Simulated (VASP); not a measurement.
# NaF in VASP: further runs

The runs below take NaF through single point, with r2SCAN, PBE.

Program: VASP 6.6.1. These are calculated values, not measurements. Logs are shortened: lines on timing, memory, paths and dates and some standing lists are left out, and cuts for length are marked.

## 1. The cell of the first run

The structure is cubic, space group Fm-3m (No. 225). Conventional cell: a = 4.594 Å, b = 4.594 Å, c = 4.594 Å, α = 90.00°, β = 90.00°, γ = 90.00°. Na (site symmetry m-3m) has 6 F at 2.30 Å within 3.0 Å. F (site symmetry m-3m) has 6 Na at 2.30 Å within 3.0 Å.

## 2. Single point, r2SCAN

POSCAR reads:

```
NaF
1.0
    0.0000000000      2.2971680842      2.2971680842
    2.2971680842      0.0000000000      2.2971680842
    2.2971680842      2.2971680842      0.0000000000
Na F
1 1
Direct
    0.0000000000      0.0000000000      0.0000000000
    0.5000000000      0.5000000000      0.5000000000
```

INCAR.step1 reads:

```
PREC = Accurate
ENCUT = 520
ISMEAR = 0
SIGMA = 0.01
LREAL = F
LASPH = T
NELM = 60
NBANDS = 14
GGA = PE
ALGO = Normal
EDIFF = 1E-4
LWAVE = T
LCHARG = F
```

INCAR.step2 reads:

```
PREC = Accurate
ENCUT = 520
EDIFF = 1E-6
ISMEAR = 0
SIGMA = 0.01
LREAL = F
LASPH = T
NELM = 60
ALGO = Normal
ISIF = 2
LWAVE = F
LCHARG = F
METAGGA = R2SCAN
LMIXTAU = T
NBANDS = 14
ISTART = 1
```

KPOINTS reads:

```
regular mesh
0
Gamma
  10 10 10
```

Potentials or basis: VASP PAW PBE potentials, release 64 (Na_pv, F).

On the command line:

```sh
cat potpaw_PBE.64/Na_pv/POTCAR potpaw_PBE.64/F/POTCAR > POTCAR
cp INCAR.step1 INCAR
mpirun -np 1 vasp_std > vasp.out
cp INCAR.step2 INCAR
mpirun -np 1 vasp_std > vasp.out
```

OUTCAR:

```text
PREC = Accurate
   ENCUT = 520
   EDIFF = 1E-6
   ISMEAR = 0
   LREAL = F
   LASPH = T
   NELM = 60
   ISIF = 2
   METAGGA = R2SCAN
   ISTART = 1

 ion  position               nearest neighbor table
   1  0.000  0.000  0.000-   2 2.30   2 2.30   2 2.30   2 2.30   2 2.30   2 2.30
   2  0.500  0.500  0.500-   1 2.30   1 2.30   1 2.30   1 2.30   1 2.30   1 2.30

  LATTYP: Found a face centered cubic cell.
 ALAT       =     4.5943361684

  Lattice vectors:

 A1 = (   0.0000000000,   2.2971680842,   2.2971680842)
 A2 = (   2.2971680842,   0.0000000000,   2.2971680842)
 A3 = (   2.2971680842,   2.2971680842,   0.0000000000)

Analysis of symmetry for initial positions (statically):
=====================================================================
 Subroutine PRICEL returns:
 Original cell was already a primitive cell.

 Routine SETGRP: Setting up the symmetry group for a
 face centered cubic supercell.

 Subroutine GETGRP returns: Found 48 space group operations
 (whereof 48 operations were pure point group operations)
 out of a pool of 48 trial point group operations.

The static configuration has the point symmetry O_h .

Analysis of symmetry for dynamics (positions and initial velocities):
=====================================================================
 Subroutine PRICEL returns:
 Original cell was already a primitive cell.

 Routine SETGRP: Setting up the symmetry group for a
 face centered cubic supercell.

 Subroutine GETGRP returns: Found 48 space group operations
 (whereof 48 operations were pure point group operations)
 out of a pool of 48 trial point group operations.

The dynamic configuration has the point symmetry O_h .

 Subroutine INISYM returns: Found 48 space group operations
 (whereof 48 operations are pure point group operations),
 and found     1 'primitive' translations

----------------------------------------------------------------------------------------

                                     Primitive cell

  volume of cell :      24.2442

  direct lattice vectors                    reciprocal lattice vectors
     0.000000000  2.297168084  2.297168084    -0.217659301  0.217659301  0.217659301
     2.297168084  0.000000000  2.297168084     0.217659301 -0.217659301  0.217659301
     2.297168084  2.297168084  0.000000000     0.217659301  0.217659301 -0.217659301

  length of vectors
     3.248686260  3.248686260  3.248686260     0.376996968  0.376996968  0.376996968

  position of ions in fractional coordinates (direct lattice)
     0.000000000  0.000000000  0.000000000
     0.500000000  0.500000000  0.500000000

  ion indices of the primitive-cell ions
   primitive index   ion index
                 1           1
                 2           2

----------------------------------------------------------------------------------------

 KPOINTS: regular mesh

Automatic generation of k-mesh.
 Grid dimensions read from file:
 generate k-points for:   10   10   10

 Generating k-lattice:

  Cartesian coordinates                     Fractional coordinates (reciprocal lattice)
    -0.021765930  0.021765930  0.021765930     0.100000000  0.000000000  0.000000000
     0.021765930 -0.021765930  0.021765930     0.000000000  0.100000000  0.000000000
     0.021765930  0.021765930 -0.021765930     0.000000000  0.000000000  0.100000000

  Length of vectors
     0.037699697  0.037699697  0.037699697

  Shift w.r.t. Gamma in fractional coordinates (k-lattice)
     0.000000000  0.000000000  0.000000000

 Subroutine IBZKPT returns following result:
 ===========================================

 Found     47 irreducible k-points:

 Following reciprocal coordinates:
            Coordinates               Weight
  0.000000  0.000000  0.000000      1.000000
  0.100000  0.000000  0.000000      8.000000
  0.200000  0.000000  0.000000      8.000000
  0.300000  0.000000  0.000000      8.000000
  0.400000  0.000000  0.000000      8.000000
  0.500000  0.000000  0.000000      4.000000
[... 16 lines left out ...]
  0.300000  0.300000  0.000000      6.000000
  0.400000  0.300000  0.000000     24.000000
 [... further k-points ...]
   k-points           NKPTS =     47   k-points in BZ     NKDIM =     47   number of bands    NBANDS=     14
   number of dos      NEDOS =    301   number of ions     NIONS =      2
   total plane-waves  NPLWV =  13824
   dimension x,y,z NGX =    24 NGY =   24 NGZ =   24
   dimension x,y,z NGXF=    48 NGYF=   48 NGZF=   48
   ions per type =               1   1
   NGX,Y,Z   is equivalent  to a cutoff of  12.28, 12.28, 12.28 a.u.
   NGXF,Y,Z  is equivalent  to a cutoff of  24.56, 24.56, 24.56 a.u.
 SYSTEM =  unknown system
   PREC   = accura    normal or accurate (medium, high low for compatibility)
   ISTART =      1    job   : 0-new  1-cont  2-samecut
   ICHARG =      0    charge: 1-file 2-atom 10-const
   ISPIN  =      1    spin polarized calculation?
   LNONCOLLINEAR =      F non collinear calculations
   LSORBIT =      F    spin-orbit coupling
   LASPH  =      T    aspherical Exc in radial PAW
   ENCUT  =  520.0 eV  38.22 Ry    6.18 a.u.   6.04  6.04  6.04*2*pi/ulx,y,z
   NELM   =     60;   NELMIN=  2; NELMDL=  0     # of ELM steps
   EDIFF  = 0.1E-05   stopping-criterion for ELM
   LREAL  =      F    real-space projection
   EDIFFG = 0.1E-04   stopping-criterion for IOM
   NSW    =      0    number of steps for IOM
   IBRION =     -1    ionic relax: 0-MD 1-quasi-New 2-CG
   NFREE  =      0    steps in history (QN), initial steepest desc. (CG)
   ISIF   =      2    stress and relaxation
   ISYM   =      2    0-nonsym 1-usesym 2-fastsym
   POTIM  = 0.5000    time-step for ionic-motion
   TEBEG  =    0.0;   TEEND  =   0.0 temperature during run
   PSTRESS=    0.0 pullay stress
   NELECT =      14.0000    total number of electrons
   NUPDOWN=      -1.0000    fix difference up-down
   EMIN   =  10.00;   EMAX   =-10.00  energy-range for DOS
   EFERMI =   0.00;   METHOD = LEGACY
   ISMEAR =     0;   SIGMA  =   0.01  broadening in eV -4-tet -1-fermi 0-gaus
   EFERMI_NEDOS =   21; number of points for ismear=-14 and -15
   IALGO  =     38    algorithm
   IMIX   =      4    mixing-type and parameters
     AMIX     =   0.40;   BMIX     =  1.00
     AMIX_MAG =   1.60;   BMIX_MAG =  1.00
  volume/ion in A,a.u.               =      12.12        81.80
  Fermi-wavevector in a.u.,A,eV,Ry     =   1.363269  2.576204 25.286442  1.858501
  Thomas-Fermi vector in A             =   2.489686
   LORBIT       =      0    0 simple, 1 ext, 2 COOP (PROOUT), +10 PAW based schemes
   METAGGA = R2SCAN    functional components
   LHFCALC =     F    Hartree Fock is set to
   AEXX    =    0.0000 exact exchange contribution
   IVDW    =     0    specifies the selected vdW correction
   LEPSILON=     F    determine dielectric tensor
   LRPA    =     F    only Hartree local field effects (RPA)
 non-spin polarized calculation
 Gauss-broadening in eV      SIGMA  =   0.01
  energy-cutoff  :      520.00
  volume of cell :       24.24
 maximum number of plane-waves:       666
   NGX = 13   NGY = 13   NGZ = 13

 number of electron      13.9999992 magnetization

 Free energy of the ion-electron system (eV)
  ---------------------------------------------------
  ext. energy  EPLUGINS =         0.00000000
  ---------------------------------------------------
  free energy    TOTEN  =       -12.60296451 eV

  energy without entropy =      -12.60296451  energy(sigma->0) =      -12.60296451

 E-fermi :  -2.5059     XC(G=0):  -9.9097

 val. band max:       -2.6138061889   @ k =   0.0000   0.0000   0.0000
 cond. band min:       4.7083192268   @ k =   0.0000   0.0000   0.0000
 fundamental gap:      7.3221254157
 Fermi energy:        -2.5058966662

 k-point     1 :       0.0000    0.0000    0.0000
  band No.  band energies     occupation
      1     -22.9532      2.00000
      2     -22.0371      2.00000
      3     -22.0367      2.00000
      4     -22.0367      2.00000
      5      -2.6138      2.00000
      6      -2.6138      2.00000
      7      -2.6138      2.00000
      8       4.7083      0.00000
      9      17.3594      0.00000
     10      17.3595      0.00000
     11      17.3595      0.00000
     12      20.0709      0.00000
     13      22.7102      0.00000
     14      22.7102      0.00000

 k-point     2 :       0.1000    0.0000    0.0000
  band No.  band energies     occupation
      1     -23.0062      2.00000
      2     -22.0382      2.00000
      3     -22.0378      2.00000
      4     -21.9704      2.00000
      5      -2.8067      2.00000
      6      -2.6411      2.00000
      7      -2.6410      2.00000
      8       5.0684      0.00000
      9      16.0285      0.00000
     10      17.5420      0.00000
     11      17.5420      0.00000
     12      21.6670      0.00000
     13      22.4053      0.00000
     14      22.4054      0.00000

 k-point     3 :       0.2000    0.0000    0.0000
  band No.  band energies     occupation
      1     -23.1200      2.00000
      2     -22.0411      2.00000
      3     -22.0407      2.00000
      4     -21.8213      2.00000
      5      -3.2586      2.00000
      6      -2.7116      2.00000
      7      -2.7116      2.00000
      8       6.0055      0.00000
      9      14.2789      0.00000
     10      18.0257      0.00000
     11      18.0258      0.00000
     12      21.8615      0.00000
     13      21.8615      0.00000
     14      23.3424      0.00000

 k-point     4 :       0.3000    0.0000    0.0000
  band No.  band energies     occupation
      1     -23.2314      2.00000
      2     -22.0447      2.00000
      3     -22.0443      2.00000
      4     -21.6654      2.00000
      5      -3.7432      2.00000
      6      -2.7975      2.00000
      7      -2.7974      2.00000
      8       7.2380      0.00000
      9      12.8291      0.00000
     10      18.6041      0.00000
     11      18.6046      0.00000
     12      21.5168      0.00000
     13      21.5171      0.00000
     14      23.2754      0.00000

 k-point     5 :       0.4000    0.0000    0.0000
  band No.  band energies     occupation
      1     -23.3074      2.00000
      2     -22.0476      2.00000
      3     -22.0472      2.00000
      4     -21.5529      2.00000
      5      -4.0940      2.00000
      6      -2.8659      2.00000
      7      -2.8659      2.00000
      8       8.4799      0.00000
      9      11.6650      0.00000
     10      18.9860      0.00000
     11      18.9868      0.00000
[... 276 lines left out ...]
 k-point    22 :      -0.2000    0.2000    0.0000
  band No.  band energies     occupation
      1     -23.1928      2.00000
      2     -22.0783      2.00000
      3     -22.0420      2.00000
      4     -21.6793      2.00000
      5      -3.6877      2.00000
      6      -2.9919      2.00000
      7      -2.8158      2.00000
      8       7.6807      0.00000
      9      12.8454      0.00000
     10      16.9532      0.00000
     11      19.6580      0.00000
     12      20.1044      0.00000
     13      21.3954      0.00000
     14      25.7090      0.00000

 k-point    23 :       0.3000    0.3000    0.0000
  band No.  band energies     occupation
      1     -23.0297      2.00000
      2     -22.0726      2.00000
      3     -22.0723      2.00000
      4     -21.8541      2.00000
      5      -3.6923      2.00000
      6      -2.8963      2.00000
      7      -2.8963      2.00000
      8       8.0607      0.00000
      9      12.5289      0.00000
     10      16.8121      0.00000
     11      18.3928      0.00000
     12      18.3929      0.00000
     13      24.8186      0.00000
     14      25.0510      0.00000

 k-point    24 :       0.4000    0.3000    0.0000
  band No.  band energies     occupation
      1     -22.9896      2.00000
      2     -22.0866      2.00000
      3     -22.0780      2.00000
      4     -21.8776      2.00000
      5      -3.8082      2.00000
      6      -3.0073      2.00000
      7      -2.9508      2.00000
      8       9.0986      0.00000
      9      12.0079      0.00000
     10      15.6451      0.00000
     11      18.5084      0.00000
     12      18.6142      0.00000
     13      24.5233      0.00000
     14      25.4564      0.00000

 [... further k-points ...]

------------------------ aborting loop because EDIFF is reached ----------------------------------------

  FORCE on cell =-STRESS in cart. coord.  units (eV):
  Direction    XX          YY          ZZ          XY          YZ          ZX
  --------------------------------------------------------------------------------------
  -------------------------------------------------------------------------------------
  Total       -0.1276221     -0.1276221     -0.1276221      0.0000000      0.0000000      0.0000000
  in kB       -8.4338969     -8.4338969     -8.4338969      0.0000000      0.0000000      0.0000000
  external PRESSURE =      -8.4338969 kB  Pullay stress =       0.0000000 kB

 VOLUME and BASIS-vectors are now :
 -----------------------------------------------------------------------------
  energy-cutoff  :      520.00
  volume of cell :       24.24
      direct lattice vectors                 reciprocal lattice vectors
     0.000000000  2.297168084  2.297168084    -0.217659301  0.217659301  0.217659301
     2.297168084  0.000000000  2.297168084     0.217659301 -0.217659301  0.217659301
     2.297168084  2.297168084  0.000000000     0.217659301  0.217659301 -0.217659301

 POSITION                                       TOTAL-FORCE (eV/Angst)
 -----------------------------------------------------------------------------------
      0.00000      0.00000      0.00000         0.000000      0.000000      0.000000
      2.29717      2.29717      2.29717        -0.000000      0.000000     -0.000000
 -----------------------------------------------------------------------------------
    total drift:                                0.000000     -0.000000      0.000000

  FREE ENERGIE OF THE ION-ELECTRON SYSTEM (eV)
  ---------------------------------------------------
  free  energy   TOTEN  =       -12.6029645066 eV

  energy  without entropy=      -12.6029645066  energy(sigma->0) =      -12.60296451
```

Run time: 34 s. Hardware: 1 thread of Intel Xeon Platinum 8259CL at 2.50GHz (Skylake/Cascade Lake), shared host; peak memory 0.14 GiB.

Results:

| Item | Value |
| --- | --- |
| Free energy | -12.6030 eV |
| Pressure | -0.8 GPa |
| Band gap on the k mesh | 7.32 eV, direct |

Caveat: the PAW data sets were made with another functional, which shifts forces and pressure a little.

## 3. Single point, PBE (epitaxial xy strain -2.0%)

INCAR reads:

```
PREC = Accurate ; ENCUT = 520
EDIFF = 1E-6 ; ISMEAR = -1
SIGMA = 0.02 ; LREAL = F
LASPH = T ; NELM = 60
ALGO = Normal ; ISIF = 2
LWAVE = F ; LCHARG = F
GGA = PE ; NBANDS = 14
```

KPOINTS is that of step 2.

POSCAR reads:

```
NaF
1.0
    0.0000000000      2.2512247225      2.3152038601
    2.2512247225      0.0000000000      2.3152038601
    2.2512247225      2.2512247225      0.0000000000
Na F
1 1
Direct
    0.0000000000      0.0000000000      0.0000000000
    0.5000000000      0.5000000000      0.5000000000
```

Potentials or basis: VASP PAW PBE potentials, release 64 (Na_pv, F).

On the command line:

```sh
cat potpaw_PBE.64/Na_pv/POTCAR potpaw_PBE.64/F/POTCAR > POTCAR
mpirun -np 1 vasp_std > vasp.out
```

Wall time 18 s (1 thread of Intel Xeon Platinum 8259CL at 2.50GHz (Skylake/Cascade Lake), shared host); peak memory 0.15 GiB.

It converged, with:

```
Free energy            : -8.5216 eV
Pressure               : 5.8 GPa
Band gap on the k mesh : 6.62 eV, direct
```

Stress tensor (GPa, compression positive):
```
6.86 0.00 0.00
0.00 6.86 0.00
0.00 0.00 3.63
```

Levels at points of the mesh, in eV from the valence-band top:
```
           k point  band 4  band 5  band 6  band 7  band 8  band 9  band 10  band 11
(0.00, 0.00, 0.00)  -18.77    0.00    0.00    0.00    6.62   19.26    19.47    19.47
(0.50, 0.00, 0.00)  -18.01   -1.72   -0.30   -0.27   11.15   12.97    20.49    21.03
(0.50, 0.50, 0.00)  -18.83   -1.40   -0.40   -0.40   13.39   13.69    14.14    20.77
(0.50, 0.00, 0.50)  -18.84   -1.35   -0.47   -0.43   13.41   13.78    14.23    20.28
```

Caveat: the cell differs from its parent crystal (epitaxial xy strain -2.0%). A k mesh can miss the band edges.

## 4. Single point, PBE (uniaxial x strain +4.0%)

INCAR reads:

```
SYSTEM = NaF
PREC = Accurate
ENCUT = 520
EDIFF = 1E-6
ISMEAR = -1
SIGMA = 0.02
LREAL = .FALSE.
LASPH = .TRUE.
NELM = 100
ALGO = Normal
ISIF = 2
LWAVE = .FALSE.
LCHARG = .FALSE.
GGA = PE
NBANDS = 14
```

KPOINTS reads:

```
Automatic mesh
0
G
  10 10 10
  0 0 0
```

POSCAR reads:

```
NaF
1.0
    0.0000000000      2.2971680842      2.2971680842
    2.3890548075      0.0000000000      2.2971680842
    2.3890548075      2.2971680842      0.0000000000
Na F
1 1
Direct
    0.0000000000      0.0000000000      0.0000000000
    0.5000000000      0.5000000000      0.5000000000
```

Potentials or basis: VASP PAW PBE potentials, release 64 (Na_pv, F).

On the command line:

```sh
cat potpaw_PBE.64/Na_pv/POTCAR potpaw_PBE.64/F/POTCAR > POTCAR
mpirun -np 1 vasp_std > vasp.out
```

OUTCAR:

```text
SYSTEM = NaF
   PREC = Accurate
   ENCUT = 520
   EDIFF = 1E-6
   ISMEAR = -1
   LREAL = .FALSE.
   LASPH = .TRUE.
   NELM = 100
   ISIF = 2
   GGA = PE

 ion  position               nearest neighbor table
   1  0.000  0.000  0.000-   2 2.30   2 2.30   2 2.30   2 2.30
   2  0.500  0.500  0.500-   1 2.30   1 2.30   1 2.30   1 2.30

  LATTYP: Found a body centered tetragonal cell.
 ALAT       =     3.2486862597
 C/A-ratio  =     1.4707821048

  Lattice vectors:
[... 583 lines left out ...]
      6      -2.5384      2.00000
      7      -2.4712      2.00000
      8       8.3798      0.00000
      9      11.5540      0.00000
     10      14.6360      0.00000
     11      17.0930      0.00000
     12      17.3219      0.00000
     13      23.0816      0.00000
     14      24.1785      0.00000

 [... further k-points ...]
[... 5 lines left out ...]
  --------------------------------------------------------------------------------------
  -------------------------------------------------------------------------------------
  Total       -0.0879720      0.3911300      0.3911300      0.0000000      0.0000000      0.0000000
  in kB       -5.5900231     24.8536441     24.8536441      0.0000000      0.0000000      0.0000000
  external PRESSURE =      14.7057550 kB  Pullay stress =       0.0000000 kB

 VOLUME and BASIS-vectors are now :
 -----------------------------------------------------------------------------
  energy-cutoff  :      520.00
  volume of cell :       25.21
      direct lattice vectors                 reciprocal lattice vectors
     0.000000000  2.297168084  2.297168084    -0.209287790  0.217659301  0.217659301
     2.389054807  0.000000000  2.297168084     0.209287790 -0.217659301  0.217659301
     2.389054807  2.297168084  0.000000000     0.209287790  0.217659301 -0.217659301

 POSITION                                       TOTAL-FORCE (eV/Angst)
 -----------------------------------------------------------------------------------
      0.00000      0.00000      0.00000         0.000000      0.000000      0.000000
      2.38905      2.29717      2.29717         0.000000     -0.000000     -0.000000
 -----------------------------------------------------------------------------------
    total drift:                                0.000000     -0.000000      0.000000

  FREE ENERGIE OF THE ION-ELECTRON SYSTEM (eV)
  ---------------------------------------------------
  free  energy   TOTEN  =        -8.5591674087 eV

  energy  without entropy=       -8.5591674087  energy(sigma->0) =       -8.55916741
```

Wall time 28 s (1 thread of Intel Xeon Platinum 8259CL at 2.50GHz (Skylake/Cascade Lake), shared host); peak memory 0.16 GiB.

Results:

```yaml
Free_energy: -8.5592 eV
Pressure: 1.5 GPa
Band_gap_on_the_k_mesh: 6.22 eV, direct
```

Caveat: the cell differs from its parent crystal (uniaxial x strain +4.0%). A k mesh can miss the band edges.

## 5. The runs side by side

```tsv
level	cell	smearing	gap on the mesh (eV)	pressure (GPa)
r2SCAN	a = 3.249 Å, angles 60.0°, 2 atoms	gaussian 0.01 eV	7.32	-0.8
PBE	a = 3.229, b = 3.229, c = 3.184 Å, angles 60.5, 60.5, 59.1°, 2 atoms	fermi-dirac 0.02 eV	6.62	5.8
PBE	a = 3.249, b = 3.314, c = 3.314 Å, angles 58.7, 60.7, 60.7°, 2 atoms	fermi-dirac 0.02 eV	6.22	1.5
```

Alike in all rows: task single point; potentials or basis VASP PAW PBE potentials, release 64 (Na_pv, F); no spin polarisation; k mesh 10 × 10 × 10; cutoff (eV) 520.

Caveats: the PAW data sets were made with another functional, which shifts forces and pressure a little (some runs).

Total energies depend on the potentials used, so only differences within one code and one set of settings carry meaning.
